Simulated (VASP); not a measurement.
# Ta4S in VASP: notebook

Runs on Ta4S. Level: PBE. Tasks: single point.

Everything below comes from runs of VASP 6.6.1. Logs are shortened: lines on timing, memory, paths and dates and some standing lists are left out, and cuts for length are marked.

### Step 1. The cell of the first run

The cell holds a slab with vacuum, 5 atoms: a = 3.319 Å, b = 3.319 Å, c = 20.300 Å, α = 90.00°, β = 90.00°, γ = 90.00°.

### Step 2. Single point, PBE

File INCAR:

```
SYSTEM = Ta4S
PREC = Accurate ; ENCUT = 520
EDIFF = 1E-7 ; ISMEAR = 0
SIGMA = 0.1 ; LREAL = .FALSE.
LASPH = .TRUE. ; NELM = 60
ALGO = Normal ; ISIF = 2
LWAVE = .FALSE. ; LCHARG = .TRUE.
LDIPOL = .TRUE. ; IDIPOL = 3
DIPOL = 0.5 0.5 0.361 ; GGA = PE
LELF = .TRUE. ; LVHAR = .TRUE.
LVACPOTAV = .TRUE. ; NBANDS = 33
```

File KPOINTS:

```
regular mesh
0
G
  8 8 1
  0 0 0
```

File POSCAR:

```
Ta4S
1.0
    3.3189671341      0.0000000000      0.0000000000
    0.0000000000      3.3189671341      0.0000000000
    0.0000000000      0.0000000000     20.2996559613
Ta S
4 1
Direct
    0.5000000000      0.5000000000      0.1970476745
    0.0000000000      0.0000000000      0.2787970189
    0.5000000000      0.5000000000      0.3599139055
    0.0000000000      0.0000000000      0.4334879359
    0.0000000000      0.2500000000      0.5359448618
```

Potentials or basis: VASP PAW PBE potentials, release 64 (Ta_pv, S).

Run with:

```console
$ cat potpaw_PBE.64/Ta_pv/POTCAR potpaw_PBE.64/S/POTCAR > POTCAR
$ mpirun -np 1 vasp_std > vasp.out
```

OUTCAR:

```text
SYSTEM = Ta4S
   PREC = Accurate
   ENCUT = 520
   EDIFF = 1E-7
   ISMEAR = 0
   LREAL = .FALSE.
   LASPH = .TRUE.
   NELM = 60
   ISIF = 2
   GGA = PE

 ion  position               nearest neighbor table
   1  0.500  0.500  0.197-   2 2.87   2 2.87   2 2.87   2 2.87   3 3.31
   2  0.000  0.000  0.279-   3 2.87   3 2.87   3 2.87   3 2.87   1 2.87   1 2.87   1 2.87   1 2.87
                             4 3.14
   3  0.500  0.500  0.360-   4 2.78   4 2.78   4 2.78   4 2.78   2 2.87   2 2.87   2 2.87   2 2.87
                             1 3.31
   4  0.000  0.000  0.433-   5 2.24   3 2.78   3 2.78   3 2.78   3 2.78   2 3.14
   5  0.000  0.250  0.536-   4 2.24

  LATTYP: Found a simple tetragonal cell.
 ALAT       =     3.3189671341
 C/A-ratio  =     6.1162569984

  Lattice vectors:

 A1 = (   3.3189671341,   0.0000000000,   0.0000000000)
 A2 = (   0.0000000000,   3.3189671341,   0.0000000000)
 A3 = (   0.0000000000,   0.0000000000,  20.2996559613)

Analysis of symmetry for initial positions (statically):
=====================================================================
 Subroutine PRICEL returns:
 Original cell was already a primitive cell.

 Routine SETGRP: Setting up the symmetry group for a
 simple tetragonal supercell.

 Subroutine GETGRP returns: Found  2 space group operations
 (whereof  2 operations were pure point group operations)
 out of a pool of 16 trial point group operations.

The static configuration has the point symmetry C_1h.

Analysis of symmetry for dynamics (positions and initial velocities):
=====================================================================
 Subroutine PRICEL returns:
 Original cell was already a primitive cell.

 Routine SETGRP: Setting up the symmetry group for a
 simple tetragonal supercell.

 Subroutine GETGRP returns: Found  2 space group operations
 (whereof  2 operations were pure point group operations)
 out of a pool of 16 trial point group operations.

The dynamic configuration has the point symmetry C_1h.

 Subroutine INISYM returns: Found  2 space group operations
 (whereof  2 operations are pure point group operations),
 and found     1 'primitive' translations

----------------------------------------------------------------------------------------

                                     Primitive cell

  volume of cell :     223.6117

[... 99 lines left out ...]
   ISIF   =      2    stress and relaxation
   ISYM   =      2    0-nonsym 1-usesym 2-fastsym
   POTIM  = 0.5000    time-step for ionic-motion
   TEBEG  =    0.0;   TEEND  =   0.0 temperature during run
   PSTRESS=    0.0 pullay stress
   NELECT =      50.0000    total number of electrons
   NUPDOWN=      -1.0000    fix difference up-down
   EMIN   =  10.00;   EMAX   =-10.00  energy-range for DOS
   EFERMI =   0.00;   METHOD = LEGACY
   ISMEAR =     0;   SIGMA  =   0.10  broadening in eV -4-tet -1-fermi 0-gaus
   EFERMI_NEDOS =   21; number of points for ismear=-14 and -15
   IALGO  =     38    algorithm
   IMIX   =      4    mixing-type and parameters
     AMIX     =   0.40;   BMIX     =  1.00
     AMIX_MAG =   1.60;   BMIX_MAG =  1.00
  volume/ion in A,a.u.               =      44.72       301.80
  Fermi-wavevector in a.u.,A,eV,Ry     =   0.993650  1.877726 13.433572  0.987340
  Thomas-Fermi vector in A             =   2.125546
   LORBIT       =      0    0 simple, 1 ext, 2 COOP (PROOUT), +10 PAW based schemes
   GGA     = PE    functional components
   LHFCALC =     F    Hartree Fock is set to
   AEXX    =    0.0000 exact exchange contribution
   IVDW    =     0    specifies the selected vdW correction
   LEPSILON=     F    determine dielectric tensor
   LRPA    =     F    only Hartree local field effects (RPA)
 non-spin polarized calculation
 Gauss-broadening in eV      SIGMA  =   0.10
  energy-cutoff  :      520.00
  volume of cell :      223.61
 maximum number of plane-waves:      6059
 NGX is ok and might be reduce to    28
   NGX = 13   NGY = 13   NGZ = 75

 dipolmoment           0.000000      0.000000     -0.045876 electrons x Angstroem

 number of electron      49.9999996 magnetization

 dipolmoment           0.000000      0.000000      0.129339 electrons x Angstroem

 Free energy of the ion-electron system (eV)
  ---------------------------------------------------
  ext. energy  EPLUGINS =         0.00000000
  ---------------------------------------------------
  free energy    TOTEN  =       -48.82400328 eV

  energy without entropy =      -48.80164462  energy(sigma->0) =      -48.81282395

 E-fermi :  -0.6092     XC(G=0):  -5.9759

 val. band max:       -0.6426170058   @ k =  -0.2500   0.5000   0.0000
 cond. band min:      -0.6036327469   @ k =   0.2500   0.0000   0.0000
 fundamental gap:      0.0389842589
 Fermi energy:        -0.6092247685

 k-point     1 :       0.0000    0.0000    0.0000
  band No.  band energies     occupation
      1     -35.5633      2.00000
      2     -35.3875      2.00000
      3     -35.3805      2.00000
      4     -34.7665      2.00000
      5     -34.7386      2.00000
      6     -34.7281      2.00000
[... 853 lines left out ...]
     32       3.1595      0.00000
     33       3.5544      0.00000

 [... further k-points ...]

------------------------ aborting loop because EDIFF is reached ----------------------------------------

  FORCE on cell =-STRESS in cart. coord.  units (eV):
  Direction    XX          YY          ZZ          XY          YZ          ZX
  --------------------------------------------------------------------------------------
  -------------------------------------------------------------------------------------
  Total       -1.6006826     -3.1863213      1.5826515      0.0000000      1.3937470      0.0000000
  in kB      -11.4688857    -22.8299819     11.3396930      0.0000000      9.9861927      0.0000000
  external PRESSURE =      -7.6530582 kB  Pullay stress =       0.0000000 kB

 VOLUME and BASIS-vectors are now :
 -----------------------------------------------------------------------------
  energy-cutoff  :      520.00
  volume of cell :      223.61
      direct lattice vectors                 reciprocal lattice vectors
     3.318967134  0.000000000  0.000000000     0.301298555  0.000000000  0.000000000
     0.000000000  3.318967134  0.000000000     0.000000000  0.301298555  0.000000000
     0.000000000  0.000000000 20.299655961     0.000000000  0.000000000  0.049261919

 POSITION                                       TOTAL-FORCE (eV/Angst)
 -----------------------------------------------------------------------------------
      1.65948      1.65948      4.00000         0.000000      0.069237      1.171564
      0.00000      0.00000      5.65948         0.000000     -0.007212     -1.338204
      1.65948      1.65948      7.30613         0.000000     -0.282056     -2.020920
      0.00000      0.00000      8.79966         0.000000     -0.396613      2.182098
      0.00000      0.82974     10.87950         0.000000      0.616644      0.005462
 -----------------------------------------------------------------------------------
    total drift:                               -0.000000      0.000114      0.000002

  FREE ENERGIE OF THE ION-ELECTRON SYSTEM (eV)
  ---------------------------------------------------
  free  energy   TOTEN  =       -48.8240032839 eV

  energy  without entropy=      -48.8016446221  energy(sigma->0) =      -48.81282395

 vacuum level on the upper side and lower side of the slab         5.502         3.377
```

stdout:

```text
POSCAR found type information on POSCAR TaS
 POSCAR found :  2 types and       5 ions
 scaLAPACK will be used
 LDA part: xc-table for (Slater+PW92), standard interpolation
 POSCAR, INCAR and KPOINTS ok, starting setup
 FFT: planning ... GRIDC
 FFT: planning ... GRID_SOFT
 FFT: planning ... GRID
 WAVECAR not read
 entering main loop
 -----------------------------------------------------------------------------
|                                                                             |
|           W    W    AA    RRRRR   N    N  II  N    N   GGGG   !!!           |
|           W    W   A  A   R    R  NN   N  II  NN   N  G    G  !!!           |
|           W    W  A    A  R    R  N N  N  II  N N  N  G       !!!           |
|           W WW W  AAAAAA  RRRRR   N  N N  II  N  N N  G  GGG   !            |
|           WW  WW  A    A  R   R   N   NN  II  N   NN  G    G                |
|           W    W  A    A  R    R  N    N  II  N    N   GGGG   !!!           |
|                                                                             |
|     Did not find any points to average over, which means that no vacuum     |
|     field-free region was found. Please increase the size of  your cell     |
|     in the dimension of the dipole correction to obtain accurate            |
|     workfunction values.                                                    |
|                                                                             |
 -----------------------------------------------------------------------------
```

Run time: 12 min. Hardware: 1 thread of Intel Xeon 8259CL, shared host; peak memory 0.43 GiB.

Results:

```yaml
Free_energy: -48.8240 eV
Largest_force: 2.218 eV/Å
Band_gap_on_the_k_mesh: zero (bands 25 and 26 overlap by 0.90 eV)
```

Forces in eV/Å, atoms in the order of the input:
```
Ta   0.000  0.069  1.172
Ta   0.000 -0.007 -1.338
Ta   0.000 -0.282 -2.021
Ta   0.000 -0.397  2.182
S    0.000  0.617  0.005
```

Caveat: spin-orbit coupling is left out, which moves the levels of the heavy elements.

### Step 3. Single point, PBE

File INCAR:

```
  PREC = Accurate
  ENCUT = 520
  EDIFF = 1E-6
  ISMEAR = 0
  SIGMA = 0.1
  LREAL = False
  LASPH = True
  NELM = 100
  ALGO = Normal
  ISIF = 2
  LWAVE = False
  LCHARG = True
  LDIPOL = True
  IDIPOL = 3
  DIPOL = 0.5 0.5 0.355
  GGA = PE
  LELF = True
  LVHAR = True
  LVACPOTAV = True
  NBANDS = 33
```

File KPOINTS:

```
Automatic mesh
0
Gamma
  8 8 1
```

Changes to POSCAR since step 2:

```diff
@@ -12,2 +12,2 @@
     0.0000000000      0.0000000000      0.4334879359
-    0.0000000000      0.2500000000      0.5359448618
+    0.2500000000      0.5000000000      0.5071458008
```

Potentials or basis: VASP PAW PBE potentials, release 64 (Ta_pv, S).

Run with:

```console
$ cat potpaw_PBE.64/Ta_pv/POTCAR potpaw_PBE.64/S/POTCAR > POTCAR
$ mpirun -np 1 vasp_std > vasp.out
```

OUTCAR:

```text
PREC = Accurate
   ENCUT = 520
   EDIFF = 1E-6
   ISMEAR = 0
   LREAL = False
   LASPH = True
   NELM = 100
   ISIF = 2
   GGA = PE

 ion  position               nearest neighbor table
   1  0.500  0.500  0.197-   2 2.87   2 2.87   2 2.87   2 2.87   3 3.31
   2  0.000  0.000  0.279-   3 2.87   3 2.87   3 2.87   3 2.87   1 2.87   1 2.87   1 2.87   1 2.87
                             4 3.14
   3  0.500  0.500  0.360-   4 2.78   4 2.78   4 2.78   4 2.78   2 2.87   2 2.87   2 2.87   2 2.87
                             5 3.10   1 3.31
   4  0.000  0.000  0.433-   5 2.38   5 2.38   3 2.78   3 2.78   3 2.78   3 2.78   2 3.14
   5  0.250  0.500  0.507-   4 2.38   4 2.38   3 3.10

  LATTYP: Found a simple tetragonal cell.
 ALAT       =     3.3189671341
 C/A-ratio  =     6.1162569984

[... 1069 lines left out ...]
  Total       -0.0193116     -0.2011453     -0.2254350      0.0000000      0.0000000      2.0196132
  in kB       -0.1383678     -1.4412054     -1.6152412      0.0000000      0.0000000     14.4705218
  external PRESSURE =      -1.0649382 kB  Pullay stress =       0.0000000 kB

 VOLUME and BASIS-vectors are now :
 -----------------------------------------------------------------------------
  energy-cutoff  :      520.00
  volume of cell :      223.61
      direct lattice vectors                 reciprocal lattice vectors
     3.318967134  0.000000000  0.000000000     0.301298555  0.000000000  0.000000000
     0.000000000  3.318967134  0.000000000     0.000000000  0.301298555  0.000000000
     0.000000000  0.000000000 20.299655961     0.000000000  0.000000000  0.049261919

 POSITION                                       TOTAL-FORCE (eV/Angst)
 -----------------------------------------------------------------------------------
      1.65948      1.65948      4.00000         0.092930      0.000000      1.042626
      0.00000      0.00000      5.65948         0.161196      0.000000     -1.070446
      1.65948      1.65948      7.30613        -0.660975      0.000000     -0.943990
      0.00000      0.00000      8.79966        -0.920924      0.000000      0.946259
      0.82974      1.65948     10.29489         1.327774      0.000000      0.025552
 -----------------------------------------------------------------------------------
    total drift:                                0.000046      0.000000      0.000317

  FREE ENERGIE OF THE ION-ELECTRON SYSTEM (eV)
  ---------------------------------------------------
  free  energy   TOTEN  =       -49.9247684314 eV

  energy  without entropy=      -49.9018769712  energy(sigma->0) =      -49.91332270

 vacuum level on the upper side and lower side of the slab         4.841         3.828
```

stdout:

```text
POSCAR found type information on POSCAR TaS
 POSCAR found :  2 types and       5 ions
 scaLAPACK will be used
 LDA part: xc-table for (Slater+PW92), standard interpolation
 POSCAR, INCAR and KPOINTS ok, starting setup
 FFT: planning ... GRIDC
 FFT: planning ... GRID_SOFT
 FFT: planning ... GRID
 WAVECAR not read
 entering main loop
 -----------------------------------------------------------------------------
|                                                                             |
|           W    W    AA    RRRRR   N    N  II  N    N   GGGG   !!!           |
|           W    W   A  A   R    R  NN   N  II  NN   N  G    G  !!!           |
|           W    W  A    A  R    R  N N  N  II  N N  N  G       !!!           |
|           W WW W  AAAAAA  RRRRR   N  N N  II  N  N N  G  GGG   !            |
|           WW  WW  A    A  R   R   N   NN  II  N   NN  G    G                |
|           W    W  A    A  R    R  N    N  II  N    N   GGGG   !!!           |
|                                                                             |
|     Did not find any points to average over, which means that no vacuum     |
|     field-free region was found. Please increase the size of  your cell     |
|     in the dimension of the dipole correction to obtain accurate            |
|     workfunction values.                                                    |
|                                                                             |
 -----------------------------------------------------------------------------
```

Wall time 17 min (1 thread of Intel Xeon 8259CL, shared host); peak memory 0.44 GiB.

Results:

- Free energy: -49.9248 eV
- Largest force: 1.328 eV/Å
- Band gap on the k mesh: zero (bands 25 and 26 overlap by 0.47 eV)

Forces on the atoms (eV/Å):
```
Ta   0.093  0.000  1.043
Ta   0.161  0.000 -1.070
Ta  -0.661  0.000 -0.944
Ta  -0.921  0.000  0.946
S    1.328  0.000  0.026
```

Caveat: spin-orbit coupling is left out, which moves the levels of the heavy elements.

### Step 4. Single point, PBE

File INCAR:

```
PREC     = Accurate       # precision mode
ENCUT    = 520            # plane-wave cutoff, eV
EDIFF    = 1E-6           # SCF threshold, eV
ISMEAR   = 0              # smearing method
SIGMA    = 0.1            # smearing width, eV
LREAL    = F              # projectors in reciprocal space
LASPH    = T              # aspherical terms in the spheres
NELM     = 100            # most SCF steps
ALGO     = Normal         # electronic algorithm
ISIF     = 2              # what is computed and relaxed
LWAVE    = F              # write WAVECAR
LCHARG   = F              # write CHGCAR
LDIPOL   = T            
IDIPOL   = 3            
DIPOL    = 0.5 0.5 0.362
GGA      = PE             # functional
NBANDS   = 33             # bands
```

File KPOINTS:

```
regular mesh
0
Gamma
  8 8 1
```

Changes to POSCAR since step 3:

```diff
@@ -12,2 +12,2 @@
     0.0000000000      0.0000000000      0.4334879359
-    0.2500000000      0.5000000000      0.5071458008
+    0.0000000000      0.1250000000      0.5417646524
```

Potentials or basis: VASP PAW PBE potentials, release 64 (Ta_pv, S).

Run with:

```console
$ cat potpaw_PBE.64/Ta_pv/POTCAR potpaw_PBE.64/S/POTCAR > POTCAR
$ mpirun -np 1 vasp_std > vasp.out
```

OUTCAR:

```text
PREC = Accurate
   ENCUT = 520
   EDIFF = 1E-6
   ISMEAR = 0
   LREAL = F
   LASPH = T
   NELM = 100
   ISIF = 2
   GGA = PE

 ion  position               nearest neighbor table
   1  0.500  0.500  0.197-   2 2.87   2 2.87   2 2.87   2 2.87   3 3.31
   2  0.000  0.000  0.279-   3 2.87   3 2.87   3 2.87   3 2.87   1 2.87   1 2.87   1 2.87   1 2.87
                             4 3.14
   3  0.500  0.500  0.360-   4 2.78   4 2.78   4 2.78   4 2.78   2 2.87   2 2.87   2 2.87   2 2.87
                             1 3.31
   4  0.000  0.000  0.433-   5 2.24   3 2.78   3 2.78   3 2.78   3 2.78   2 3.14
   5  0.000  0.125  0.542-   4 2.24

[... 1074 lines left out ...]
  -------------------------------------------------------------------------------------
  Total       -2.3755452     -2.6438982      1.8337467      0.0000000      0.8012426      0.0000000
  in kB      -17.0207738    -18.9435222     13.1387894      0.0000000      5.7409009      0.0000000
  external PRESSURE =      -7.6085022 kB  Pullay stress =       0.0000000 kB

 VOLUME and BASIS-vectors are now :
 -----------------------------------------------------------------------------
  energy-cutoff  :      520.00
  volume of cell :      223.61
      direct lattice vectors                 reciprocal lattice vectors
     3.318967134  0.000000000  0.000000000     0.301298555  0.000000000  0.000000000
     0.000000000  3.318967134  0.000000000     0.000000000  0.301298555  0.000000000
     0.000000000  0.000000000 20.299655961     0.000000000  0.000000000  0.049261919

 POSITION                                       TOTAL-FORCE (eV/Angst)
 -----------------------------------------------------------------------------------
      1.65948      1.65948      4.00000         0.000000      0.001661      1.177189
      0.00000      0.00000      5.65948         0.000000      0.024742     -1.449076
      1.65948      1.65948      7.30613         0.000000     -0.220745     -1.969125
      0.00000      0.00000      8.79966         0.000000     -0.059312      2.232654
      0.00000      0.41487     10.99764         0.000000      0.253655      0.008358
 -----------------------------------------------------------------------------------
    total drift:                                0.000000      0.000094      0.000277

  FREE ENERGIE OF THE ION-ELECTRON SYSTEM (eV)
  ---------------------------------------------------
  free  energy   TOTEN  =       -48.6504329591 eV

  energy  without entropy=      -48.6252981663  energy(sigma->0) =      -48.63786556

 vacuum level on the upper side and lower side of the slab         5.440         3.060
```

Wall time 16 min (1 thread of Intel Xeon 8259CL, shared host); peak memory 0.43 GiB.

What came out:

```
Free energy            : -48.6504 eV
Largest force          : 2.233 eV/Å
Band gap on the k mesh : zero (bands 25 and 26 overlap by 0.98 eV)
```

Forces in eV/Å, atoms in the order of the input:
```
Ta   0.000  0.002  1.177
Ta   0.000  0.025 -1.449
Ta   0.000 -0.221 -1.969
Ta   0.000 -0.059  2.233
S    0.000  0.254  0.008
```

Levels at points of the mesh, in eV from the Fermi level:
```
           k point  band 23  band 24  band 25  band 26  band 27  band 28
(0.00, 0.00, 0.00)    -0.11     0.25     0.40     0.40     0.64     1.10
(0.50, 0.00, 0.00)    -0.98    -0.05     0.35     0.47     0.99     1.00
(0.00, 0.50, 0.00)    -0.91    -0.05     0.33     0.43     0.96     0.99
(0.50, 0.50, 0.00)    -1.24    -1.05    -0.18    -0.07     2.00     2.02
```

Caveat: spin-orbit coupling is left out, which moves the levels of the heavy elements.

### Step 5. The runs side by side

```csv
cell,gap on the mesh (eV),largest force (eV/Å)
"as given, atomic positions A",none,2.22
"as given, atomic positions B",none,1.33
"as given, atomic positions C",none,2.23
```

Alike in all rows: task single point; level PBE; potentials or basis VASP PAW PBE potentials, release 64 (Ta_pv, S); no spin polarisation; k mesh 8 × 8 × 1; cutoff (eV) 520; smearing gaussian 0.1 eV.

Caveats: spin-orbit coupling is left out, which moves the levels of the heavy elements.

Total energies depend on the potentials used, so only differences within one code and one set of settings carry meaning.

The gap in the log of VASP goes by the Fermi energy; the results here count the filled bands.